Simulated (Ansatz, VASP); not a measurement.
# Hf3N2: VASP beside Ansatz

Contents of INCAR:

```
SYSTEM = Hf3N2
  ALGO = Normal
  EDIFF = 1E-6
  EDIFFG = -0.01
  ENCUT = 600
  GGA = PS
  IBRION = 2
  ISIF = 3
  ISMEAR = 0
  LASPH = .TRUE.
  LCHARG = .FALSE.
  LREAL = .FALSE.
  LWAVE = .FALSE.
  NELM = 100
  NSW = 80
  PREC = Accurate
  SIGMA = 0.1
```

The input KPOINTS:

```
k-points
0
G
  1 1 1
  0 0 0
```

File POSCAR:

```
Hf3N2
1.0
    1.5994260774      0.9234290764      7.7548432223
   -1.5994260774      0.9234290764      7.7548432223
    0.0000000000     -1.8468581527      7.7548432223
Hf N
3 2
Direct
    0.7794186600      0.7794186600      0.7794186600
    0.2205813400      0.2205813400      0.2205813400
    0.0000000000      0.0000000000      0.0000000000
    0.6119155300      0.6119155300      0.6119155300
    0.3880844700      0.3880844700      0.3880844700
```

Input for Ansatz:

```yaml
crystal:
  lattice:
    - [1.5994260774, 0.9234290764, 7.7548432223]
    - [-1.5994260774, 0.9234290764, 7.7548432223]
    - [0.0, -1.8468581527, 7.7548432223]
  atoms:
    - { symbol: Hf, position: [0.77941866, 0.77941866, 0.77941866] }
    - { symbol: Hf, position: [0.22058134, 0.22058134, 0.22058134] }
    - { symbol: Hf, position: [0.0, 0.0, 0.0] }
    - { symbol: "N", position: [0.61191553, 0.61191553, 0.61191553] }
    - { symbol: "N", position: [0.38808447, 0.38808447, 0.38808447] }
basis:
  ecutwfc: 420
kpoints:
  mp_grid: { grid: [1, 1, 1] }
hamiltonian:
  xc: pbesol
scf:
  occupations: { method: gaussian, width: 0.1 }
output:
  forces: true
  stress: true
  eigenvalues: true
relax:
  adjacent_minimum: "off"
  f_tol: 0.01
  max_steps: 60
  cell: { stress_tol: 0.05 }
```

Alike in both runs: task relaxation of cell and atoms; functional PBEsol; k mesh 1 × 1 × 1; occupations gaussian, width 0.1 eV; no spin polarisation.

|  | VASP | Ansatz |
| --- | --- | --- |
| version | VASP 6.6.1 | Ansatz 0.2.0 |
| potentials or method | VASP PAW PBE potentials, release 64 (Hf_pv, N), cutoff 600 eV | scalar-relativistic, plane waves, PAW |
| valence electrons in the cell | 40 | 88 |

Ansatz gave:

- gap on the k mesh at the Fermi level, each at its own relaxed structure (eV): 3.10
- relaxed volume (Å³/atom): 13.12
- relaxed cell length with the largest relative difference (Å): 6.830

Q: Estimate VASP's values.

A: gap on the k mesh at the Fermi level, each at its own relaxed structure (eV): 3.14; relaxed volume (Å³/atom): 13.02; relaxed cell length with the largest relative difference (Å): 6.801.

VASP's potentials were made for PBE, not for PBEsol. VASP's potentials hold 40 valence electrons a cell and Ansatz's 88, so a difference there can come from the potentials and not from the codes.

The k mesh is coarse, so the values compare programs but aren't converged. Spin-orbit coupling is off throughout.
